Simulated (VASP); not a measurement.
# FeNi3 (Fm-3m) in VASP: further runs, part 2 of 2

VASP 6.6.1. Earlier steps stand in the parts before.

## (4) Single point, r2SCAN, collinear spin, ferromagnetic start

This run uses another cell than the first one, of 10.43 Å³/atom.

The input, POSCAR:

```
FeNi3
1.0
    0.0000000000      2.7526576743      2.7526576743
    2.7526576743      0.0000000000      2.7526576743
    2.7526576743      2.7526576743      0.0000000000
Fe Ni
1 3
Direct
    0.0000000000      0.0000000000      0.0000000000
    0.7500000000      0.7500000000      0.7500000000
    0.2500000000      0.2500000000      0.2500000000
    0.5000000000      0.5000000000      0.5000000000
```

The input, INCAR.step1:

```
  ALGO = Normal
  EDIFF = 1E-4
  ENCUT = 520
  GGA = PE
  ISMEAR = 1
  ISPIN = 2
  LASPH = T
  LCHARG = F
  LMAXMIX = 4
  LREAL = F
  LWAVE = T
  MAGMOM = 2.4 1 1 1
  NBANDS = 31
  NELM = 150
  PREC = Accurate
  SIGMA = 0.1
```

The input, INCAR.step2:

```
  ALGO = Normal
  EDIFF = 1E-6
  ENCUT = 520
  ISIF = 2
  ISMEAR = 1
  ISPIN = 2
  ISTART = 1
  LASPH = T
  LCHARG = F
  LMAXMIX = 4
  LMIXTAU = T
  LORBIT = 11
  LREAL = F
  LWAVE = F
  MAGMOM = 2.4 1 1 1
  METAGGA = R2SCAN
  NBANDS = 31
  NELM = 150
  PREC = Accurate
  SIGMA = 0.1
```

The input, KPOINTS:

```
k-points
0
Gamma
  7 7 7
```

Potentials or basis: VASP PAW PBE potentials, release 64 (Fe, Ni).

Started as:

```console
$ cat potpaw_PBE.64/Fe/POTCAR potpaw_PBE.64/Ni/POTCAR > POTCAR
$ cp INCAR.step1 INCAR
$ mpirun -np 1 vasp_std > vasp.out
$ cp INCAR.step2 INCAR
$ mpirun -np 1 vasp_std > vasp.out
```

OUTCAR:

```text
EDIFF = 1E-6
   ENCUT = 520
   ISIF = 2
   ISMEAR = 1
   ISPIN = 2
   ISTART = 1
   LASPH = T
   LORBIT = 11
   LREAL = F
   METAGGA = R2SCAN
   NELM = 150
   PREC = Accurate

 ion  position               nearest neighbor table
   1  0.000  0.000  0.000-   2 2.38   2 2.38   2 2.38   2 2.38   3 2.38   3 2.38   3 2.38   3 2.38
                             4 2.75   4 2.75   4 2.75   4 2.75   4 2.75   4 2.75
   2  0.750  0.750  0.750-   4 2.38   4 2.38   4 2.38   1 2.38   4 2.38   1 2.38   1 2.38   1 2.38
                             3 2.75   3 2.75   3 2.75   3 2.75   3 2.75   3 2.75
   3  0.250  0.250  0.250-   1 2.38   1 2.38   1 2.38   1 2.38   4 2.38   4 2.38   4 2.38   4 2.38
                             2 2.75   2 2.75   2 2.75   2 2.75   2 2.75   2 2.75
   4  0.500  0.500  0.500-   3 2.38   3 2.38   3 2.38   2 2.38   3 2.38   2 2.38   2 2.38   2 2.38
                             1 2.75   1 2.75   1 2.75   1 2.75   1 2.75   1 2.75

  LATTYP: Found a face centered cubic cell.
 ALAT       =     5.5053153486

  Lattice vectors:

[... 1565 lines left out ...]

  FORCE on cell =-STRESS in cart. coord.  units (eV):
  Direction    XX          YY          ZZ          XY          YZ          ZX
  --------------------------------------------------------------------------------------
  -------------------------------------------------------------------------------------
  Total        2.5307655      2.5307655      2.5307655      0.0000000     -0.0000000     -0.0000000
  in kB       97.2021528     97.2021528     97.2021528      0.0000000     -0.0000000     -0.0000000
  external PRESSURE =      97.2021528 kB  Pullay stress =       0.0000000 kB

 VOLUME and BASIS-vectors are now :
 -----------------------------------------------------------------------------
  energy-cutoff  :      520.00
  volume of cell :       41.71
      direct lattice vectors                 reciprocal lattice vectors
     0.000000000  2.752657674  2.752657674    -0.181642637  0.181642637  0.181642637
     2.752657674  0.000000000  2.752657674     0.181642637 -0.181642637  0.181642637
     2.752657674  2.752657674  0.000000000     0.181642637  0.181642637 -0.181642637

 POSITION                                       TOTAL-FORCE (eV/Angst)
 -----------------------------------------------------------------------------------
      0.00000      0.00000      0.00000        -0.000000     -0.000000     -0.000000
      4.12899      4.12899      4.12899         0.000000      0.000000      0.000000
      1.37633      1.37633      1.37633        -0.000000     -0.000000     -0.000000
      2.75266      2.75266      2.75266        -0.000000     -0.000000     -0.000000
 -----------------------------------------------------------------------------------
    total drift:                                0.000000     -0.000000      0.000000

  FREE ENERGIE OF THE ION-ELECTRON SYSTEM (eV)
  ---------------------------------------------------
  free  energy   TOTEN  =       -50.0909946047 eV

  energy  without entropy=      -50.0908622948  energy(sigma->0) =      -50.09095050

 total charge

# of ion       s       p       d       tot
------------------------------------------
    1        0.501   0.582   6.121   7.204
    2        0.546   0.589   8.373   9.508
    3        0.546   0.589   8.373   9.508
    4        0.525   0.562   8.432   9.519
--------------------------------------------------
tot          2.118   2.322  31.299  35.739

 magnetization (x)

# of ion       s       p       d       tot
------------------------------------------
    1        0.017  -0.016   3.021   3.021
    2       -0.013  -0.062   0.718   0.643
    3       -0.013  -0.062   0.718   0.643
    4       -0.022  -0.056   0.226   0.148
--------------------------------------------------
tot         -0.031  -0.197   4.683   4.456
```

OUTCAR.step1:

```text
EDIFF = 1E-4
   ENCUT = 520
   GGA = PE
   ISMEAR = 1
[... 1606 lines left out ...]
      0.00000      0.00000      0.00000         0.000000     -0.000000      0.000000
      4.12899      4.12899      4.12899         0.000000      0.000000     -0.000000
      1.37633      1.37633      1.37633        -0.000000      0.000000      0.000000
      2.75266      2.75266      2.75266         0.000000     -0.000000      0.000000
 -----------------------------------------------------------------------------------
    total drift:                                0.000000     -0.000000      0.000000

  FREE ENERGIE OF THE ION-ELECTRON SYSTEM (eV)
  ---------------------------------------------------
  free  energy   TOTEN  =       -24.4322189818 eV

  energy  without entropy=      -24.4325428930  energy(sigma->0) =      -24.43232695
```

Wall time 4.3 min (1 thread of Oxide Virtual Turin-like, shared host); peak memory 0.18 GiB.

Results:

```yaml
Free_energy: -50.0910 eV
Pressure: 9.7 GPa
Net_moment: 4.39 μB per cell
Site_moments: Fe +3.02; Ni +0.64, +0.15 (each value once) μB
Valence_electrons_inside_the_program's_atomic_spheres: Fe 7.20; Ni 9.51, 9.52 (each value once)
```

Caveat: the cell stands under pressure; the PAW data sets were made with another functional, which shifts forces and pressure a little.

## (5) Single point, r2SCAN, collinear spin, ferromagnetic start

This run uses another cell than the first one, of 10.86 Å³/atom.

The input, POSCAR:

```
FeNi3
1.0
    0.0000000000      2.7903700000      2.7903700000
    2.7903700000      0.0000000000      2.7903700000
    2.7903700000      2.7903700000      0.0000000000
Fe Ni
1 3
Direct
    0.0000000000      0.0000000000      0.0000000000
    0.7500000000      0.7500000000      0.7500000000
    0.2500000000      0.2500000000      0.2500000000
    0.5000000000      0.5000000000      0.5000000000
```

The input, INCAR.step1:

```
SYSTEM = FeNi3
PREC = Accurate
ENCUT = 520
ISMEAR = 1
SIGMA = 0.1
LREAL = .False.
LASPH = .True.
NELM = 150
ISPIN = 2
MAGMOM = 2.4 1 1 1
LMAXMIX = 4
NBANDS = 31
GGA = PE
ALGO = Normal
EDIFF = 1E-4
LWAVE = .True.
LCHARG = .False.
```

The input, INCAR.step2:

```
SYSTEM = FeNi3
PREC = Accurate
ENCUT = 520
EDIFF = 1E-7
ISMEAR = 1
SIGMA = 0.1
LREAL = .False.
LASPH = .True.
NELM = 150
ALGO = Normal
ISIF = 2
LWAVE = .False.
LCHARG = .False.
ISPIN = 2
MAGMOM = 2.4 1 1 1
LORBIT = 11
LMAXMIX = 4
METAGGA = R2SCAN
LMIXTAU = .True.
NBANDS = 31
ISTART = 1
```

The input, KPOINTS:

```
regular mesh
0
Gamma
  7 7 7
  0 0 0
```

Started as:

```console
$ cat potpaw_PBE.64/Fe/POTCAR potpaw_PBE.64/Ni/POTCAR > POTCAR
$ cp INCAR.step1 INCAR
$ mpirun -np 1 vasp_std > vasp.out
$ cp INCAR.step2 INCAR
$ mpirun -np 1 vasp_std > vasp.out
```

Run time: 6.2 min. Hardware: 1 thread of Oxide Virtual Turin-like, shared host; peak memory 0.19 GiB.

Results (log left out):

```
Free energy                                           : -50.1461 eV
Pressure                                              : 1.1 GPa
Net moment                                            : 4.85 μB per cell
Site moments                                          : Fe +3.10; Ni +0.72, +0.39 (each value once) μB
Valence electrons inside the program's atomic spheres : Fe 7.12; Ni 9.43
```

Levels at points of the mesh, in eV from the Fermi level:
Spin up:
```
           k point  band 18  band 19  band 20  band 21  band 22  band 23  band 24  band 25
(0.00, 0.00, 0.00)    -0.92    -0.80    -0.80    -0.80     8.21     8.21     8.21     8.28
```
Spin down:
```csv
k point,band 13,band 14,band 15,band 16,band 17,band 18,band 19,band 20
"(0.00, 0.00, 0.00)",-0.38,-0.38,-0.15,-0.15,1.08,1.08,1.08,1.75
```

Caveat: the PAW data sets were made with another functional, which shifts forces and pressure a little.

## (6) Single point, r2SCAN, collinear spin, ferromagnetic start

This run uses another cell than the first one, of 11.30 Å³/atom.

The input, POSCAR:

```
FeNi3
1.0
    0.0000000000      2.8270896056      2.8270896056
    2.8270896056      0.0000000000      2.8270896056
    2.8270896056      2.8270896056      0.0000000000
Fe Ni
1 3
Direct
    0.0000000000      0.0000000000      0.0000000000
    0.7500000000      0.7500000000      0.7500000000
    0.2500000000      0.2500000000      0.2500000000
    0.5000000000      0.5000000000      0.5000000000
```

The input, INCAR.step1:

```
SYSTEM = FeNi3
PREC = Accurate
ENCUT = 520
ISMEAR = 1
SIGMA = 0.1
LREAL = .FALSE.
LASPH = .TRUE.
NELM = 150
ISPIN = 2
MAGMOM = 2.4 1 1 1
LMAXMIX = 4
NBANDS = 31
GGA = PE
ALGO = Normal
EDIFF = 1E-4
LWAVE = .TRUE.
LCHARG = .FALSE.
```

The input, INCAR.step2:

```
SYSTEM = FeNi3
PREC = Accurate
ENCUT = 520
EDIFF = 1E-6
ISMEAR = 1
SIGMA = 0.1
LREAL = .FALSE.
LASPH = .TRUE.
NELM = 150
ALGO = Normal
ISIF = 2
LWAVE = .FALSE.
LCHARG = .FALSE.
ISPIN = 2
MAGMOM = 2.4 1 1 1
LORBIT = 11
LMAXMIX = 4
METAGGA = R2SCAN
LMIXTAU = .TRUE.
NBANDS = 31
ISTART = 1
```

The input, KPOINTS:

```
regular mesh
0
G
  7 7 7
  0 0 0
```

Potentials or basis: VASP PAW PBE potentials, release 64 (Fe, Ni).

Started as:

```console
$ cat potpaw_PBE.64/Fe/POTCAR potpaw_PBE.64/Ni/POTCAR > POTCAR
$ cp INCAR.step1 INCAR
$ mpirun -np 1 vasp_std > vasp.out
$ cp INCAR.step2 INCAR
$ mpirun -np 1 vasp_std > vasp.out
```

It took 4.3 min on 1 thread of Oxide Virtual Turin-like, shared host; peak memory 0.18 GiB.

Results (log left out):

| Property | Result |
| --- | --- |
| Free energy | -50.1184 eV |
| Pressure | -6.1 GPa |
| Net moment | 5.00 μB per cell |
| Site moments | Fe +3.16; Ni +0.73, +0.49 (each value once) μB |
| Valence electrons inside the program's atomic spheres | Fe 7.03; Ni 9.36 |

Levels at points of the mesh, in eV from the Fermi level:
Spin up:
| k point | band 19 | band 20 | band 21 | band 22 | band 23 | band 24 |
| --- | --- | --- | --- | --- | --- | --- |
| (0.00, 0.00, 0.00) | -0.88 | -0.88 | -0.88 | 7.96 | 7.96 | 7.96 |
Spin down:
```csv
k point,band 14,band 15,band 16,band 17,band 18,band 19
"(0.00, 0.00, 0.00)",-0.35,-0.13,-0.13,1.06,1.06,1.06
```

Caveat: the cell stands under tension; the PAW data sets were made with another functional, which shifts forces and pressure a little.

## (7) Overview

| cell | gap on the mesh (eV) | pressure (GPa) | moment (μB) |
| --- | --- | --- | --- |
| a = 3.782 Å, angles 60.0°, 4 atoms | none | 36.7 | 4.34 |
| a = 3.838 Å, angles 60.0°, 4 atoms | none | 21.6 | 4.35 |
| a = 3.893 Å, angles 60.0°, 4 atoms | none | 9.7 | 4.39 |
| a = 3.946 Å, angles 60.0°, 4 atoms | none | 1.1 | 4.85 |
| a = 3.998 Å, angles 60.0°, 4 atoms | none | -6.1 | 5.00 |

Alike in all rows: task single point; level r2SCAN; potentials or basis VASP PAW PBE potentials, release 64 (Fe, Ni); spin collinear, ferromagnetic start; k mesh 7 × 7 × 7; cutoff (eV) 520; smearing methfessel-paxton 0.1 eV.

Caveats: the PAW data sets were made with another functional, which shifts forces and pressure a little; the cell stands under pressure (at least some runs); the cell stands under tension (at least some runs).

Absolute energies hang on the potentials; compare differences alone.
